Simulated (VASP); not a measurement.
A run of VASP 6.6.1 is set up as follows.

The input INCAR:

```
PREC = Accurate ; ENCUT = 520
EDIFF = 1E-6 ; ISMEAR = -1
SIGMA = 0.05 ; LREAL = F
LASPH = T ; NELM = 60
ALGO = Normal ; ISIF = 2
LWAVE = F ; LCHARG = F
GGA = PE ; NBANDS = 24
```

KPOINTS

```
Automatic mesh
0
Gamma
  10 10 6
```

Contents of POSCAR:

```
TaN
1.0
    2.9857802618      0.0000000000      0.0000000000
   -1.4928901309      2.5857615625      0.0000000000
    0.0000000000      0.0000000000      4.8176042672
Ta N
2 2
Direct
    0.0000000000      0.0000000000      0.0000000000
    0.0000000000      0.0000000000      0.5000000000
    0.3333333333      0.6666666667      0.2500000000
    0.6666666667      0.3333333333      0.7500000000
```

Potentials or basis: VASP PAW PBE potentials, release 64 (Ta_pv, N).

The run is started by

```bash
$ cat potpaw_PBE.64/Ta_pv/POTCAR potpaw_PBE.64/N/POTCAR > POTCAR
$ mpirun -np 1 vasp_std > vasp.out
```

Q: What does it give for the pressure?

A: 98.8 GPa.

Q: Estimate the band gap on the k mesh.

A: Zero (band 16 reaches 11.53 eV, above the bottom of band 17 at 8.60 eV).

Stress tensor (GPa, compression positive):
```
 65.23   0.00   0.00
  0.00  65.23   0.00
  0.00   0.00 165.81
```

Caveat: spin-orbit coupling is left out, which moves the levels of the heavy elements.
